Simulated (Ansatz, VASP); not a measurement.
# Two plane-wave programs on BeGeSb2

The input INCAR:

```
SYSTEM = BeGeSb2
ALGO     = Normal         ! electronic algorithm
EDIFF    = 1E-7           ! SCF threshold, eV
ENCUT    = 520            ! plane-wave cutoff, eV
GGA      = PE             ! functional
ISIF     = 2              ! what is computed and relaxed
ISMEAR   = -1             ! smearing method
LASPH    = .TRUE.         ! aspherical terms in the spheres
LCHARG   = .FALSE.        ! write CHGCAR
LREAL    = .FALSE.        ! projectors in reciprocal space
LWAVE    = .FALSE.        ! write WAVECAR
NBANDS   = 36             ! bands
NELM     = 80             ! most SCF steps
PREC     = Accurate       ! precision mode
SIGMA    = 0.02           ! smearing width, eV
```

File KPOINTS:

```
k-points
0
G
  6 6 2
  0 0 0
```

File POSCAR:

```
BeGeSb2
1.0
    4.2322033738      0.0000000000      0.0000000000
    0.0000000000      4.2322033738      0.0000000000
    0.0000000000      0.0000000000     11.5275184571
Be Sb Ge
2 4 2
Direct
    0.5000000000      0.0000000000      0.8902791049
    0.0000000000      0.5000000000      0.1097208951
    0.5000000000      0.5000000000      0.0000000000
    0.0000000000      0.0000000000      0.2172419103
    0.5000000000      0.5000000000      0.5000000000
    0.0000000000      0.0000000000      0.7827580897
    0.5000000000      0.0000000000      0.3573663466
    0.0000000000      0.5000000000      0.6426336534
```

Input for Ansatz:

```yaml
crystal:
  lattice:
    - [4.2322033738, 0.0, 0.0]
    - [0.0, 4.2322033738, 0.0]
    - [0.0, 0.0, 11.5275184571]
  atoms:
    - { symbol: Be, position: [0.5, 0.0, 0.8902791049] }
    - { symbol: Sb, position: [0.5, 0.5, 0.0] }
    - { symbol: Be, position: [0.0, 0.5, 0.1097208951] }
    - { symbol: Sb, position: [0.0, 0.0, 0.2172419103] }
    - { symbol: Ge, position: [0.5, 0.0, 0.3573663466] }
    - { symbol: Sb, position: [0.5, 0.5, 0.5] }
    - { symbol: Ge, position: [0.0, 0.5, 0.6426336534] }
    - { symbol: Sb, position: [0.0, 0.0, 0.7827580897] }
kpoints:
  mp_grid: { grid: [6, 6, 2] }
  band_path:
    path:
      - [[0.0, 0.0, 0.0], [9.948867393935e-51, 0.5, 1.389869722136e-67], [0.5, 0.5, -7.095999811134e-34], [0.0, 0.0, 0.0], [2.122916087399e-52, 1.348324875688e-84, 0.5], [7.018431054064e-51, 0.5, 0.5], [0.5, 0.5, 0.5], [2.122916087399e-52, 1.348324875688e-84, 0.5]]
      - [[9.948867393935e-51, 0.5, 1.389869722136e-67], [7.018431054064e-51, 0.5, 0.5]]
      - [[0.5, 0.5, -7.095999811134e-34], [0.5, 0.5, 0.5]]
    npoints: 10
hamiltonian:
  xc: pbe
scf:
  occupations: { method: fermi_dirac, width: 0.02 }
  n_extra_bands: 6
output:
  forces: true
  stress: true
  eigenvalues: true
```

Alike in both runs: task single point; functional PBE; k mesh 6 × 6 × 2; occupations fermi-dirac, width 0.02 eV; no spin polarisation.

```csv
,VASP,Ansatz
version,VASP 6.6.1,Ansatz 0.2.0
potentials or method,"VASP PAW PBE potentials, release 64 (Be, Sb, Ge_d)","plane waves, PAW"
plane-wave cutoff (eV),520,420
valence electrons in the cell,52,92
```

Ansatz gave:

```
pressure (GPa)                     : 1.3
rms of the force components (eV/Å) : 0.069
```

Question: Which values does VASP return?

Answer: Pressure (GPa): 1.4; rms of the force components (eV/Å): 0.072.

The functional is the same, so the differences come from potentials, cutoffs and numerics. VASP's potentials hold 52 valence electrons a cell and Ansatz's 92, so a difference there can come from the potentials and not from the codes.

Spin-orbit coupling is off throughout.
